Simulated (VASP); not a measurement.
# Te: relaxation of cell and atoms with PBEsol

Crystal: Te.

```
CELL_PARAMETERS angstrom
0.00000 3.30841 3.30841
3.30841 0.00000 3.30841
3.30841 3.30841 0.00000
ATOMIC_POSITIONS crystal
Te 0.87500 0.87500 0.87500
Te 0.12500 0.12500 0.12500
```

This isn't the form of Te at room conditions, which is trigonal, of chains.

```yaml
Program: VASP 6.6.1
Task: relaxation of cell and atoms
Functional: PBEsol
Potentials_or_basis: VASP PAW PBE potentials, release 64 (Te)
Cutoff: 600 eV
k_mesh: 11 × 11 × 11
Occupations: fermi-dirac, width 0.1 eV
Spin: no spin polarisation
Target_pressure: 8.9 GPa
Dipole_correction: no
Further_INCAR_settings: ALGO = Normal; EDIFF = 1e-06; IBRION = 2; EDIFFG = -0.005; NSW = 32; ISIF = 3
```

* Relaxed volume: 36.28 Å³/atom
* Relaxed cell: a = 4.682 Å, b = 4.682 Å, c = 4.682 Å, α = 60.00°, β = 60.00°, γ = 60.00°
* Space group after relaxing (to 0.1 Å): Fd-3m (No. 227)
* Energy change on relaxing (the run minimises the enthalpy): -3.8 meV/atom
* Ionic steps: 3
* Pressure after relaxing: 8.9 GPa
* Band gap on the k mesh: zero (bands 6 and 7 overlap by 1.40 eV)

The path:
| step | energy change (eV) | largest force (eV/Å) | pressure (GPa) | volume (Å³) |
| --- | --- | --- | --- | --- |
| 1 | 0.0000 | 0.0000 | 9.03 | 72.42 |
| 2 | -0.0169 | 0.0000 | 8.76 | 72.73 |
| 3 | -0.0076 | 0.0000 | 8.90 | 72.56 |

Final structure:
```
Te
1.0
     0.00000    3.31048    3.31048
     3.31048    0.00000    3.31048
     3.31048    3.31048    0.00000
Te
2
Cartesian
  5.7933 5.7933 5.7933
  0.8276 0.8276 0.8276
```

Levels at points of the mesh, in eV from the Fermi level:
| k point | band 2 | band 3 | band 4 | band 5 | band 6 | band 7 | band 8 | band 9 | band 10 |
| --- | --- | --- | --- | --- | --- | --- | --- | --- | --- |
| (0.00, 0.00, 0.00) | -7.94 | -3.72 | -3.72 | -3.72 | -1.02 | -1.02 | -1.02 | 3.30 | 5.72 |

It took 38 s on 1 thread of Intel(R) Xeon(R) 6975P-C (Granite Rapids), with other jobs on the host, peak memory 0.26 GiB.

Caveat: the cell is relaxed towards a set pressure, so the run minimises the enthalpy, not the energy; the PAW data sets were made with another functional, which shifts forces and pressure a little; spin-orbit coupling is left out, which moves the levels of the heavy elements.
